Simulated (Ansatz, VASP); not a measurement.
**One calculation of HfC, two programs**

```
Hf C
1.0
     3.27463    0.00000    0.00000
    -1.63731    2.83591    0.00000
     0.00000    0.00000    5.09651
Hf C
2 2
Direct
  0.33333 0.66667 0.25000
  0.66667 0.33333 0.75000
  0.00000 0.00000 0.50000
  0.00000 0.00000 0.00000
```

Alike in both runs: task single point; functional LDA; k mesh 9 × 9 × 5; occupations fermi-dirac, width 0.05 eV; no spin polarisation.

|  | VASP | Ansatz |
| --- | --- | --- |
| version | VASP 6.6.1 | Ansatz 0.2.0 |
| potentials or method | VASP PAW LDA potentials, release 64 (Hf_pv, C) | Ansatz PAW |
| plane-wave cutoff (eV) | 520 | 420 |
| valence electrons in the cell | 28 | 60 |

|  | VASP | Ansatz | Ansatz less VASP |
| --- | --- | --- | --- |
| gap on the k mesh at the Fermi level (eV) | none | none | - |
| pressure (GPa) | 2.7 | 2.1 | -0.60 |
| traceless stress, the component that is largest in VASP (GPa) | 1.68 | 1.67 | -0.006 |

LDA's correlation is that of Perdew and Zunger in VASP and of Perdew and Wang (1992) in Ansatz. A gap of «none» marks a metal or a gap that the smearing closes. VASP's potentials hold 28 valence electrons a cell and Ansatz's 60, so a difference there can come from the potentials and not from the codes.

Spin-orbit coupling is off throughout.
